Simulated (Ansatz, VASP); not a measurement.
# Two plane-wave programs on Li7B

The input INCAR:

```
ALGO = Normal
EDIFF = 1E-6
ENCUT = 1230
GGA = PE
GGA_COMPAT = F
ISIF = 2
ISMEAR = 0
LASPH = T
LCHARG = F
LREAL = F
LWAVE = F
NBANDS = 22
NELM = 120
PREC = Accurate
SIGMA = 0.1
```

Contents of KPOINTS:

```
k-points
0
Gamma
  4 4 4
```

The input POSCAR:

```
Li7B
1.0
    0.0000000000      4.1008489000      4.1008489000
    4.1008489000      0.0000000000      4.1008489000
    4.1008489000      4.1008489000      0.0000000000
Li B
7 1
Direct
    0.6368671400      0.3631328600      0.3631328600
    0.3631328600      0.6368671400      0.6368671400
    0.3631328600      0.6368671400      0.3631328600
    0.6368671400      0.3631328600      0.6368671400
    0.3631328600      0.3631328600      0.6368671400
    0.6368671400      0.6368671400      0.3631328600
    0.0000000000      0.0000000000      0.0000000000
    0.5000000000      0.5000000000      0.5000000000
```

Input for Ansatz:

```yaml
crystal:
  lattice:
    - [0.0, 4.1008489, 4.1008489]
    - [4.1008489, 0.0, 4.1008489]
    - [4.1008489, 4.1008489, 0.0]
  atoms:
    - { symbol: Li, position: [0.63686714, 0.36313286, 0.36313286] }
    - { symbol: Li, position: [0.36313286, 0.63686714, 0.63686714] }
    - { symbol: Li, position: [0.36313286, 0.63686714, 0.36313286] }
    - { symbol: Li, position: [0.63686714, 0.36313286, 0.63686714] }
    - { symbol: Li, position: [0.36313286, 0.36313286, 0.63686714] }
    - { symbol: Li, position: [0.63686714, 0.63686714, 0.36313286] }
    - { symbol: Li, position: [0.0, 0.0, 0.0] }
    - { symbol: B, position: [0.5, 0.5, 0.5] }
basis:
  ecutwfc: 420
kpoints:
  mp_grid: { grid: [4, 4, 4] }
hamiltonian:
  xc: pbe
scf:
  occupations: { method: gaussian, width: 0.1 }
  lower_state_search: "off"
output:
  forces: true
  stress: true
  eigenvalues: true
```

Alike in both runs: task single point; functional PBE; k mesh 4 × 4 × 4; occupations gaussian, width 0.1 eV; no spin polarisation.

|  | VASP | Ansatz |
| --- | --- | --- |
| version | VASP 6.6.1 | Ansatz 0.2.0 |
| potentials or method | VASP PAW PBE potentials, release 64 (Li_sv, B_h), cutoff 1230 eV | scalar-relativistic, plane waves, PAW |
| valence electrons in the cell | 24 | 24 |

Ansatz gave:

- gap on the k mesh at the Fermi level (eV): none
- rms of the force components (eV/Å): 19.709

Which values does VASP return?

gap on the k mesh at the Fermi level (eV): none; rms of the force components (eV/Å): 15.363.

Atom by atom the forces differ by 4.347 eV/Å (rms over components). A gap of «none» marks a metal or a gap that the smearing closes.
